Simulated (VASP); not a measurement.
The system is TlSbO2.

```
Tl Sb O
1.0
     1.77241    1.02330    6.57395
    -1.77241    1.02330    6.57395
     0.00000   -2.04661    6.57395
Tl Sb O
1 1 2
Direct
  0.00000 0.00000 0.00000
  0.50000 0.50000 0.50000
  0.22712 0.22712 0.22712
  0.77288 0.77288 0.77288
```

* Program: VASP 6.6.1
* Task: relaxation of cell and atoms
* Functional: LDA
* Potentials or basis: VASP PAW LDA potentials, release 64 (Tl_d, Sb, O)
* Cutoff: 600 eV
* k mesh: 8 × 8 × 8
* Occupations: fermi-dirac, width 0.02 eV
* Spin: no spin polarisation

At the start: pressure -7.4 GPa; volume 17.88 Å³/atom.

Problem. Where does the relaxation end?

Solution. Over 13 steps the energy falls by 36.9 meV/atom and the volume is 16.35 Å³/atom (-8.6 %); space group R-3m (No. 166, to 0.1 Å) before and after.

The path:
```tsv
step	energy change (eV)	largest force (eV/Å)	pressure (GPa)	volume (Å³)
1	0.0000	0.1918	-7.40	71.54
2	-0.1072	0.3194	4.56	63.33
3	-0.1426	0.1300	-0.10	65.87
4	-0.1426	0.1373	0.09	65.76
5	-0.1441	0.1089	0.09	65.67
6	-0.1467	0.0438	0.18	65.42
7	-0.1438	0.1363	0.34	64.92
8	-0.1472	0.0167	0.28	65.31
9	-0.1472	0.0045	0.27	65.26
10	-0.1470	0.0299	-0.53	65.71
11	-0.1475	0.0090	-0.07	65.46
12	-0.1476	0.0029	-0.03	65.43
13	-0.1476	0.0020	0.01	65.40
```

Final structure:
```yaml
crystal:
  lattice:
    - [1.72730, 0.99726, 6.32773]
    - [-1.72730, 0.99726, 6.32773]
    - [0.00000, -1.99452, 6.32773]
  atoms:
    - { symbol: Tl, position: [0.00000, 0.00000, 0.00000] }
    - { symbol: Sb, position: [0.50000, 0.50000, 0.50000] }
    - { symbol: O, position: [0.22866, 0.22866, 0.22866] }
    - { symbol: O, position: [0.77134, 0.77134, 0.77134] }
```
